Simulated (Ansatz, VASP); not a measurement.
GdO in VASP and in Ansatz

```
CELL_PARAMETERS angstrom
3.11330 0.00000 0.00000
-1.55665 2.69620 0.00000
0.00000 0.00000 3.03843
ATOMIC_POSITIONS crystal
Gd 0.00000 0.00000 0.00000
O 0.66667 0.33333 0.50000
```

Alike in both runs: functional LDA; k mesh 10 × 10 × 9; occupations fermi-dirac, width 0.05 eV; collinear spin; Hubbard terms Gd f U = 2.0 eV.

|  | VASP | Ansatz |
| --- | --- | --- |
| version | VASP 6.6.1 | Ansatz 0.2.0 |
| potentials or method | VASP PAW PBE potentials, release 64 (Gd, O) | Ansatz PAW |
| plane-wave cutoff (eV) | 520 | 420 |
| valence electrons in the cell | 24 | 24 |
| task | single point | band structure |

```csv
,VASP,Ansatz,Ansatz less VASP
gap on the k mesh at the Fermi level (eV),none,none,-
pressure (GPa),19.2,18.6,-0.53
"traceless stress, the component that is largest in VASP (GPa)",-2.37,-2.21,+0.163
net moment per atom (μB),3.61,3.65,+0.043
```

VASP's potentials were made for PBE, not for LDA. LDA's correlation is that of Perdew and Zunger in VASP and of Perdew and Wang (1992) in Ansatz. The programs project onto different local orbitals, so the same U acts differently, and such runs can settle in different states. A gap of «none» marks a metal or a gap that the smearing closes.

Spin-orbit coupling is off throughout. Noted on Ansatz's run: the magnetic or orbital state may not be the lowest.
